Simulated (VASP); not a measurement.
# AlN (Fm-3m) in VASP: G0W0 quasiparticle levels with PBE

Aim: the G0W0 quasiparticle levels of AlN with PBE.

Everything below comes from runs of VASP 6.6.1. Logs are shortened: lines on timing, memory, paths and dates and some standing lists are left out, and cuts for length are marked.

## (1) The cell of the first run

The structure is cubic, space group Fm-3m (No. 225). Conventional cell: a = 4.038 Å, b = 4.038 Å, c = 4.038 Å, α = 90.00°, β = 90.00°, γ = 90.00°. Al (site symmetry m-3m) has 6 N at 2.02 Å within 2.7 Å. Within 2.7 Å of N (site symmetry m-3m) lie 6 Al at 2.02 Å.

## (2) G0W0 quasiparticle levels, PBE

POSCAR reads:

```
AlN
1.0
    0.0000000000      2.0188684697      2.0188684697
    2.0188684697      0.0000000000      2.0188684697
    2.0188684697      2.0188684697      0.0000000000
Al N
1 1
Direct
    0.0000000000      0.0000000000      0.0000000000
    0.5000000000      0.5000000000      0.5000000000
```

INCAR.step1 reads:

```
PREC = Accurate ; ENCUT = 500
EDIFF = 1E-8 ; ISMEAR = 0
SIGMA = 0.01 ; LREAL = False
LASPH = True ; NELM = 80
ALGO = Normal ; LWAVE = True
LCHARG = False ; GGA = PE
```

INCAR.step2 reads:

```
PREC = Accurate ; ENCUT = 500
EDIFF = 1E-8 ; ISMEAR = 0
SIGMA = 0.01 ; LREAL = False
LASPH = True ; NELM = 1
ALGO = Exact ; LWAVE = True
LCHARG = False ; GGA = PE
NBANDS = 65 ; LOPTICS = True
ISTART = 1
```

INCAR.step3 reads:

```
PREC = Accurate ; ENCUT = 500
EDIFF = 1E-8 ; ISMEAR = 0
SIGMA = 0.01 ; LREAL = False
LASPH = True ; ALGO = EVGW0
LWAVE = False ; LCHARG = False
GGA = PE ; NELMGW = 1
NBANDS = 65 ; ENCUTGW = 140.0
NOMEGA = 48 ; PRECFOCK = Fast
ISTART = 1 ; NBANDSGW = 12
```

KPOINTS reads:

```
Automatic mesh
0
Gamma
  6 6 6
```

Potentials or basis: VASP PAW PBE potentials, release 64 (Al_GW, N_GW).

The run is started by

```sh
$ cat potpaw_PBE.64/Al_GW/POTCAR potpaw_PBE.64/N_GW/POTCAR > POTCAR
$ cp INCAR.step1 INCAR
$ mpirun -np 1 vasp_std > vasp.out
$ cp INCAR.step2 INCAR
$ mpirun -np 1 vasp_std > vasp.out
$ cp INCAR.step3 INCAR
$ mpirun -np 1 vasp_std > vasp.out
```

OUTCAR:

```text
PREC = Accurate
   ENCUT = 500
   EDIFF = 1E-8
   ISMEAR = 0
   LREAL = False
   LASPH = True
   GGA = PE
   NELMGW = 1
   ENCUTGW = 140.0
   PRECFOCK = Fast
   ISTART = 1

 ion  position               nearest neighbor table
   1  0.000  0.000  0.000-   2 2.02   2 2.02   2 2.02   2 2.02   2 2.02   2 2.02
   2  0.500  0.500  0.500-   1 2.02   1 2.02   1 2.02   1 2.02   1 2.02   1 2.02

  LATTYP: Found a face centered cubic cell.
 ALAT       =     4.0377369394

  Lattice vectors:

 A1 = (   0.0000000000,   2.0188684697,   2.0188684697)
 A2 = (   2.0188684697,   0.0000000000,   2.0188684697)
 A3 = (   2.0188684697,   2.0188684697,   0.0000000000)

Analysis of symmetry for initial positions (statically):
=====================================================================
 Subroutine PRICEL returns:
 Original cell was already a primitive cell.

 Routine SETGRP: Setting up the symmetry group for a
 face centered cubic supercell.

 Subroutine GETGRP returns: Found 48 space group operations
 (whereof 48 operations were pure point group operations)
 out of a pool of 48 trial point group operations.

The static configuration has the point symmetry O_h .

Analysis of symmetry for dynamics (positions and initial velocities):
=====================================================================
 Subroutine PRICEL returns:
 Original cell was already a primitive cell.

 Routine SETGRP: Setting up the symmetry group for a
 face centered cubic supercell.

 Subroutine GETGRP returns: Found 48 space group operations
 (whereof 48 operations were pure point group operations)
 out of a pool of 48 trial point group operations.

The dynamic configuration has the point symmetry O_h .

 Subroutine INISYM returns: Found 48 space group operations
 (whereof 48 operations are pure point group operations),
 and found     1 'primitive' translations

----------------------------------------------------------------------------------------

                                     Primitive cell

  volume of cell :      16.4571

  direct lattice vectors                    reciprocal lattice vectors
     0.000000000  2.018868470  2.018868470    -0.247663485  0.247663485  0.247663485
     2.018868470  0.000000000  2.018868470     0.247663485 -0.247663485  0.247663485
     2.018868470  2.018868470  0.000000000     0.247663485  0.247663485 -0.247663485

  length of vectors
     2.855111170  2.855111170  2.855111170     0.428965738  0.428965738  0.428965738

  position of ions in fractional coordinates (direct lattice)
     0.000000000  0.000000000  0.000000000
     0.500000000  0.500000000  0.500000000

  ion indices of the primitive-cell ions
   primitive index   ion index
                 1           1
                 2           2

----------------------------------------------------------------------------------------

 KPOINTS: Automatic mesh

Automatic generation of k-mesh.
 Grid dimensions read from file:
 generate k-points for:    6    6    6

 Generating k-lattice:

  Cartesian coordinates                     Fractional coordinates (reciprocal lattice)
    -0.041277247  0.041277247  0.041277247     0.166666667  0.000000000  0.000000000
     0.041277247 -0.041277247  0.041277247     0.000000000  0.166666667  0.000000000
     0.041277247  0.041277247 -0.041277247     0.000000000  0.000000000  0.166666667

  Length of vectors
     0.071494290  0.071494290  0.071494290

  Shift w.r.t. Gamma in fractional coordinates (k-lattice)
     0.000000000  0.000000000  0.000000000

 Subroutine IBZKPT returns following result:
 ===========================================

 Found     16 irreducible k-points:

 Following reciprocal coordinates:
            Coordinates               Weight
  0.000000  0.000000  0.000000      1.000000
  0.166667  0.000000  0.000000      8.000000
  0.333333  0.000000  0.000000      8.000000
  0.500000  0.000000  0.000000      4.000000
  0.166667  0.166667  0.000000      6.000000
  0.333333  0.166667  0.000000     24.000000
[... 8 lines left out ...]
 -0.333333  0.333333  0.166667     24.000000
 -0.333333  0.500000  0.166667     12.000000
   k-points           NKPTS =     16   k-points in BZ     NKDIM =    216   number of bands    NBANDS=     65
   number of dos      NEDOS =    301   number of ions     NIONS =      2
   total plane-waves  NPLWV =  13824
   dimension x,y,z NGX =    24 NGY =   24 NGZ =   24
   dimension x,y,z NGXF=    48 NGYF=   48 NGZF=   48
   ions per type =               1   1
   NGX,Y,Z   is equivalent  to a cutoff of  13.97, 13.97, 13.97 a.u.
   NGXF,Y,Z  is equivalent  to a cutoff of  27.95, 27.95, 27.95 a.u.
 SYSTEM =  unknown system
   PREC   = accura    normal or accurate (medium, high low for compatibility)
   ISTART =      1    job   : 0-new  1-cont  2-samecut
   ICHARG =      0    charge: 1-file 2-atom 10-const
   ISPIN  =      1    spin polarized calculation?
   LNONCOLLINEAR =      F non collinear calculations
   LSORBIT =      F    spin-orbit coupling
   LASPH  =      T    aspherical Exc in radial PAW
   ENCUT  =  500.0 eV  36.75 Ry    6.06 a.u.   5.21  5.21  5.21*2*pi/ulx,y,z
   NELM   =     60;   NELMIN=  2; NELMDL=  0     # of ELM steps
   EDIFF  = 0.1E-07   stopping-criterion for ELM
   LREAL  =      F    real-space projection
   EDIFFG = 0.1E-06   stopping-criterion for IOM
   NSW    =      0    number of steps for IOM
   IBRION =     -1    ionic relax: 0-MD 1-quasi-New 2-CG
   NFREE  =      0    steps in history (QN), initial steepest desc. (CG)
   ISIF   =      0    stress and relaxation
   ISYM   =      3    0-nonsym 1-usesym 2-fastsym
   POTIM  = 0.5000    time-step for ionic-motion
   TEBEG  =    0.0;   TEEND  =   0.0 temperature during run
   PSTRESS=    0.0 pullay stress
   NELECT =       8.0000    total number of electrons
   NUPDOWN=      -1.0000    fix difference up-down
   EMIN   =  10.00;   EMAX   =-10.00  energy-range for DOS
   EFERMI =   0.00;   METHOD = LEGACY
   ISMEAR =     0;   SIGMA  =   0.01  broadening in eV -4-tet -1-fermi 0-gaus
   EFERMI_NEDOS =   21; number of points for ismear=-14 and -15
   IALGO  =     38    algorithm
   IMIX   =      4    mixing-type and parameters
     AMIX     =   0.40;   BMIX     =  1.00
     AMIX_MAG =   1.60;   BMIX_MAG =  1.00
  volume/ion in A,a.u.               =       8.23        55.53
  Fermi-wavevector in a.u.,A,eV,Ry     =   1.287222  2.432497 22.544045  1.656941
  Thomas-Fermi vector in A             =   2.419249
   LORBIT       =      0    0 simple, 1 ext, 2 COOP (PROOUT), +10 PAW based schemes
   GGA     = PE    functional components
   LHFCALC =     T    Hartree Fock is set to
   PRECFOCK=fast      Normal, Fast or Accurate (Low or Medium for compatibility)
   ENCUT4O =  -1.0   cutoff for four orbital integrals eV
   NKREDX  =     1    reduce k-point grid by
   NKREDY  =     1    reduce k-point grid by
   NKREDZ  =     1    reduce k-point grid by
   AEXX    =    1.0000 exact exchange contribution
   HFSCREEN=    0.0000 screening length (either q_TF or 0.3 A-1)
   HFSCREENC=   0.0000 screening length for correlation (either q_TF or 0.3 A-1)
   ENCUTFOCK=  -1.0 apply spherical cutoff to Coloumb kernel
   IVDW    =     0    specifies the selected vdW correction
   LEPSILON=     F    determine dielectric tensor
   LRPA    =     F    only Hartree local field effects (RPA)
   LRPAFORCE           =     F    calculate RPA forces
   ENCUTGW             = 140.0    cutoff for response function in eV
   ENCUTGWSOFT         = 112.0    soft cutoff for Coulomb kernel in GW response function in eV
   ENCUTLF             =  -1.0    cutoff for local field effects
   NELMGW              =     1    number of iterations in solving QP/BSE equation
   NELMHF              =     1    number of iterations in the inner HF iteration
   NKREDLFX            =     1    NKREDLFY  =   1   NKREDLFZ  =   1
 non-spin polarized calculation
 Gauss-broadening in eV      SIGMA  =   0.01
  energy-cutoff  :      500.00
  volume of cell :       16.46
 maximum number of plane-waves:       444
 NGX is ok and might be reduce to    24
  NGX = 14; NGY = 14; NGZ = 14
   NGX = 11   NGY = 11   NGZ = 11
 maximum number of plane-waves:        70
 NGX is ok and might be reduce to    14

 QP shifts <psi_nk| G(iteration)W_0 |psi_nk>: iteration 1
 for sc-GW calculations column KS-energies equals QP-energies in previous step
 and V_xc(KS)=  KS-energies - (<T + V_ion + V_H > + <T+V_H+V_ion>^1  + <V_x>^1)

 k-point   1 :       0.0000    0.0000    0.0000
  band No.  KS-energies  QP-energies   sigma(KS)   V_xc(KS)     V^pw_x(r,r')   Z            occupation Imag(sigma)

      1      -8.8691     -10.4669     -16.8109     -14.6658     -24.9251       0.7449       2.0000       1.4089
      2       8.7227       8.0568     -18.2491     -17.4146     -21.1082       0.7979       2.0000       0.0860
      3       8.7227       8.0568     -18.2491     -17.4146     -21.1082       0.7979       2.0000       0.0860
      4       8.7227       8.0568     -18.2491     -17.4146     -21.1082       0.7979       2.0000       0.0860
      5      14.4637      15.5535     -13.3393     -14.6820      -8.9847       0.8116       0.0000      -0.0806
      6      20.8945      21.7692      -9.6738     -10.7377      -4.5459       0.8221       0.0000      -0.1150
      7      20.8945      21.7692      -9.6738     -10.7377      -4.5459       0.8221       0.0000      -0.1150
      8      20.8945      21.7692      -9.6738     -10.7377      -4.5459       0.8221       0.0000      -0.1150
      9      26.0365      26.3619      -9.1866      -9.6091      -2.6711       0.7704       0.0000      -0.3772
     10      26.5236      27.6779     -10.1512     -11.5830      -4.5080       0.8062       0.0000      -0.2267
     11      26.5236      27.6779     -10.1512     -11.5830      -4.5080       0.8062       0.0000      -0.2267
     12      27.6588      28.6467      -9.9263     -11.2191      -2.8880       0.7642       0.0000      -0.4649

 k-point   2 :       0.1667    0.0000    0.0000
  band No.  KS-energies  QP-energies   sigma(KS)   V_xc(KS)     V^pw_x(r,r')   Z            occupation Imag(sigma)
[... 225 lines left out ...]
      1      -4.4834      -5.7504     -18.6886     -17.0052     -26.3247       0.7526       2.0000       0.9353
      2       2.0748       0.8281     -15.3426     -13.7031     -19.4923       0.7604       2.0000       0.1634
      3       4.1688       3.0376     -15.8923     -14.4419     -19.4630       0.7800       2.0000       0.1211
      4       5.0491       4.0269     -16.0874     -14.7866     -19.4082       0.7858       2.0000       0.1098
      5      15.7068      16.7915     -11.3591     -12.6825      -6.8899       0.8196       0.0000      -0.0814
      6      17.0451      17.9320     -11.0761     -12.1569      -6.3983       0.8205       0.0000      -0.0922
      7      21.4075      22.7737     -13.2905     -15.0557      -7.4128       0.7740       0.0000      -0.1569
      8      22.4297      23.6025     -11.0399     -12.5371      -5.0781       0.7833       0.0000      -0.1864
      9      26.7911      28.0032     -11.7295     -13.3259      -4.6715       0.7593       0.0000      -0.4227
     10      30.3664      31.3074     -10.1095     -11.3111      -3.1182       0.7831       0.0000      -0.6335
     11      33.6183      34.9412     -10.9878     -12.6291      -4.0974       0.8060       0.0000      -0.8185
     12      36.3329      37.7725     -11.5615     -13.3977      -3.9150       0.7840       0.0000      -1.1160
```

It took 5.6 min on 1 thread of AMD EPYC 7R13, shared host; peak memory 0.26 GiB.

Results:

* Band gap on the k mesh, mean-field level: 4.65 eV, indirect (least direct gap 5.74 eV)
* Quasiparticle gap: 6.21 eV
* Least direct quasiparticle gap: 7.50 eV

Levels at points of the mesh, in eV from the valence-band top:
| k point | band 1 | band 2 | band 3 | band 4 | band 5 | band 6 | band 7 | band 8 |
| --- | --- | --- | --- | --- | --- | --- | --- | --- |
| (0.00, 0.00, 0.00) | -17.59 | 0.00 | 0.00 | 0.00 | 5.74 | 12.17 | 12.17 | 12.17 |
| (0.50, 0.00, 0.00) | -14.32 | -8.33 | -1.08 | -1.08 | 6.16 | 11.03 | 11.03 | 13.37 |
| (0.50, 0.50, 0.00) | -13.32 | -7.42 | -2.81 | -2.81 | 4.65 | 5.29 | 14.11 | 17.30 |

Caveat: the k points lie up to 0.45 Å⁻¹ apart; bands, screening cutoff and mesh are small and nothing is extrapolated, so the quasiparticle values aren't converged.
